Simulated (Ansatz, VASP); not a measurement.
## One calculation of CsMn2, two programs

INCAR

```
SYSTEM = CsMn2
PREC = Accurate ; ENCUT = 600
EDIFF = 1E-6 ; ISMEAR = 0
SIGMA = 0.1 ; LREAL = .False.
LASPH = .True. ; NELM = 150
ALGO = Normal ; ISIF = 3
LWAVE = .False. ; LCHARG = .False.
ISPIN = 2 ; MAGMOM = 0 -3.72 3.72
LORBIT = 11 ; LMAXMIX = 4
GGA = PE ; IBRION = 2
NSW = 90 ; EDIFFG = -0.04
```

Contents of KPOINTS:

```
regular mesh
0
Gamma
  6 6 4
  0 0 0
```

Contents of POSCAR:

```
CsMn2
1.0
    4.2118735425      0.0000000000      0.0000000000
   -2.1059367713      3.6475894854      0.0000000000
    0.0000000000      0.0000000000      6.3345729384
Cs Mn
1 2
Direct
    0.0000000000      0.0000000000      0.5000000000
    0.3333333333      0.6666666667      0.0000000000
    0.6666666667      0.3333333333      0.0000000000
```

Input for Ansatz:

```yaml
crystal:
  lattice:
    - [4.2118735425, 0.0, 0.0]
    - [-2.1059367713, 3.6475894854, 0.0]
    - [0.0, 0.0, 6.3345729384]
  atoms:
    - { symbol: Cs, position: [0.0, 0.0, 0.5] }
    - { symbol: Mn, position: [0.3333333333, 0.6666666667, 0.0], spin: -3.72 }
    - { symbol: Mn, position: [0.6666666667, 0.3333333333, 0.0], spin: 3.72 }
basis:
  ecutwfc: 420
kpoints:
  mp_grid: { grid: [6, 6, 4] }
hamiltonian:
  xc: pbe
scf:
  occupations: { method: gaussian, width: 0.1 }
  lower_state_search: "off"
output:
  forces: true
  stress: true
  eigenvalues: true
  populations: true
magnetization:
  spin_polarized: true
relax:
  adjacent_minimum: "off"
  f_tol: 0.04
  max_steps: 70
  cell: { stress_tol: 0.4 }
```

Alike in both runs: task relaxation of cell and atoms; functional PBE; k mesh 6 × 6 × 4; occupations gaussian, width 0.1 eV; collinear spin.

```csv
,VASP,Ansatz
version,VASP 6.6.1,Ansatz 0.2.0
potentials or method,"VASP PAW PBE potentials, release 64 (Cs_sv, Mn_pv), cutoff 600 eV","scalar-relativistic, plane waves, PAW"
valence electrons in the cell,35,39
```

```tsv
	VASP	Ansatz	Ansatz less VASP
gap on the k mesh at the Fermi level, each at its own relaxed structure (eV)	none	none	-
net moment per atom (μB)	0.00	0.00	0.000
size of the moment on the site where the two differ most (μB)	3.54	3.39	-0.150
relaxed volume (Å³/atom)	32.44	32.44	0.000
relaxed length of the cell vector where the two differ most in proportion (Å)	4.212	4.212	0.0000
```

Site moments also hang on the region over which each program counts them. A gap of «none» marks a metal or a gap that the smearing closes. VASP's potentials hold 35 valence electrons a cell and Ansatz's 39, so a difference there can come from the potentials and not from the codes.

Spin-orbit coupling is off throughout. Noted on VASP's run: the relaxation stopped at its first step, so nothing moved.
